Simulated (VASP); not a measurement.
Runs of VASP 6.6.1 on Al2BC3. The structure is that of space group P4/mmm (No. 123), or close to it. The cells are those of the table. 

```csv
task,spin,cell,k mesh,cutoff (eV),gap on the mesh (eV),pressure (GPa),moment (μB)
single point,off,"a = 4.148, b = 4.148, c = 4.189 Å, 6 atoms",10 × 10 × 10,520,none,-0.1,-
relaxation of cell and atoms,off,"relaxed from a = 4.049, b = 4.049, c = 4.518 Å, 6 atoms",4 × 4 × 4,600,none,0.0,-
single point,"collinear, ferromagnetic start","a = 4.049, b = 4.049, c = 4.518 Å, 6 atoms",4 × 4 × 4,520,none,-1.6,(a)
single point,off,"a = 4.049, b = 4.049, c = 4.518 Å, 6 atoms",4 × 4 × 4,520,none,-1.6,-
single point,off,"a = 4.159, b = 4.159, c = 4.173 Å, 6 atoms",4 × 4 × 4,520,none,0.0,-
single point,"collinear, ferromagnetic start","a = 4.159, b = 4.159, c = 4.173 Å, 6 atoms",4 × 4 × 4,520,none,0.0,0.00
```

Alike in all rows: level PBE; potentials or basis VASP PAW PBE potentials, release 64 (Al, B, C); smearing gaussian 0.1 eV.

Task: Fill in the values left out.

Result: (a) 0.48.

Caveats: some runs use coarse meshes.

A gap of «none» marks levels without a gap at the run's occupations.
